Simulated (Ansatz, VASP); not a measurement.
BaO: VASP beside Ansatz

```
CELL_PARAMETERS angstrom
0.00000 2.10735 2.10735
2.10735 0.00000 2.10735
2.10735 2.10735 0.00000
ATOMIC_POSITIONS crystal
Ba 0.00000 0.00000 0.00000
O 0.50000 0.50000 0.50000
```

Change from the starting cell: volume scaled by 0.45, PAW files.

Alike in both runs: task single point; functional PBEsol; k mesh 9 × 9 × 9; occupations fermi-dirac, width 0.03 eV; no spin polarisation.

|  | VASP | Ansatz |
| --- | --- | --- |
| version | VASP 6.6.1 | Ansatz 0.2.0 |
| potentials or method | VASP PAW PBE potentials, release 64 (Ba_sv, O_h) | PAW with Ansatz's default frozen-core files, scalar-relativistic |
| plane-wave cutoff (eV) | 1340 | 420 |
| valence electrons in the cell | 16 | 16 |

Ansatz gave:

```
pressure (GPa) : 289.0
```

Question: Estimate VASP's values.

Answer: Pressure (GPa): 356.0.

VASP's potentials were made for PBE, not for PBEsol. The pressures are high and differ by over a tenth, so treat them with care.

Neither program's run includes spin-orbit coupling. Noted on VASP's run: the cell as given lies far from equilibrium.
